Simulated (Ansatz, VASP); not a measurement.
## One calculation of TaVN2, two programs

File INCAR:

```
SYSTEM = TaVN2
PREC     = Accurate       ! precision mode
ENCUT    = 520            ! plane-wave cutoff, eV
EDIFF    = 1E-6           ! SCF threshold, eV
ISMEAR   = -1             ! smearing method
SIGMA    = 0.05           ! smearing width, eV
LREAL    = .FALSE.        ! projectors in reciprocal space
LASPH    = .TRUE.         ! aspherical terms in the spheres
NELM     = 150            ! most SCF steps
ALGO     = Normal         ! electronic algorithm
ISIF     = 2              ! what is computed and relaxed
LWAVE    = .FALSE.        ! write WAVECAR
LCHARG   = .FALSE.        ! write CHGCAR
ISPIN    = 2              ! spin polarisation
MAGMOM   = 0 2 0 0        ! initial moments
LORBIT   = 11             ! projections on sites
LMAXMIX  = 4              ! l up to which the mixer works
NBANDS   = 29             ! bands
```

Contents of KPOINTS:

```
Automatic mesh
0
G
  9 9 6
  0 0 0
```

Contents of POSCAR:

```
TaVN2
1.0
    2.9876073466      0.0000000000      0.0000000000
    0.0000000000      2.9876073466      0.0000000000
    0.0000000000      0.0000000000      4.2083626574
Ta V N
1 1 2
Direct
    0.0000000000      0.0000000000      0.0000000000
    0.5000000000      0.5000000000      0.5000000000
    0.5000000000      0.5000000000      0.0000000000
    0.0000000000      0.0000000000      0.5000000000
```

Contents of input.yaml:

```yaml
crystal:
  lattice:
    - [2.9876073466, 0.0, 0.0]
    - [0.0, 2.9876073466, 0.0]
    - [0.0, 0.0, 4.2083626574]
  atoms:
    - { symbol: Ta, position: [0.0, 0.0, 0.0] }
    - { symbol: V, position: [0.5, 0.5, 0.5], spin: 2.0 }
    - { symbol: "N", position: [0.5, 0.5, 0.0] }
    - { symbol: "N", position: [0.0, 0.0, 0.5] }
hamiltonian:
  xc: lda
  pseudopotentials: { kind: paw }
magnetization:
  spin_polarized: true
kpoints:
  mp_grid: { grid: [9, 9, 6] }
scf:
  occupations: { method: fermi_dirac, width: 0.05 }
output:
  forces: true
  stress: true
  eigenvalues: true
```

Alike in both runs: task single point; functional LDA; k mesh 9 × 9 × 6; occupations fermi-dirac, width 0.05 eV; collinear spin.

```csv
,VASP,Ansatz
version,VASP 6.6.1,Ansatz 0.2.0
potentials or method,"VASP PAW LDA potentials, release 64 (Ta_pv, V_sv, N)",Ansatz PAW
plane-wave cutoff (eV),520,420
valence electrons in the cell,34,36
```

```tsv
	VASP	Ansatz	Ansatz less VASP
gap on the k mesh at the Fermi level (eV)	none	none	-
pressure (GPa)	2.4	0.6	-1.77
traceless stress, the component that is largest in VASP (GPa)	-1.71	-1.74	-0.027
net moment per atom (μB)	0.00	0.00	-0.002
```

LDA's correlation is that of Perdew and Zunger in VASP and of Perdew and Wang (1992) in Ansatz. A gap of «none» marks a metal or a gap that the smearing closes. VASP's potentials hold 34 valence electrons a cell and Ansatz's 36, so a difference there can come from the potentials and not from the codes.

Spin-orbit coupling is off throughout.
